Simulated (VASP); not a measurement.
Here is a VASP 6.6.1 calculation.

Contents of INCAR:

```
PREC = Accurate ; ENCUT = 520
EDIFF = 1E-6 ; ISMEAR = -1
SIGMA = 0.1 ; LREAL = False
LASPH = True ; NELM = 100
ALGO = Normal ; ISIF = 2
LWAVE = False ; LCHARG = True
GGA = B5 ; ALDAX = 1.0
AGGAX = 1.0 ; AGGAC = 1.0
ALDAC = 0.0 ; LELF = True
LVHAR = True ; NBANDS = 20
```

The input KPOINTS:

```
regular mesh
0
Gamma
  11 11 11
```

Contents of POSCAR:

```
MoS2
1.0
    6.3831760000      0.0000000000      0.0000000000
    5.5955395603      3.0716238175      0.0000000000
    5.5955395603      1.4348276740      2.7159054516
Mo S
1 2
Direct
    0.0000000000      0.0000000000      0.0000000000
    0.7500000000      0.7500000000      0.7500000000
    0.2500000000      0.2500000000      0.2500000000
```

Potentials or basis: VASP PAW PBE potentials, release 64 (Mo_sv, S).

Command:

```console
$ cat potpaw_PBE.64/Mo_sv/POTCAR potpaw_PBE.64/S/POTCAR > POTCAR
$ mpirun -np 1 vasp_std > vasp.out
```

(1) Estimate the pressure.

(2) Estimate the largest force.

Results:

(1) 15.7 GPa.

(2) 1.366 eV/Å.

Caveat: the cell stands under pressure; the PAW data sets were made with another functional, which shifts forces and pressure a little.
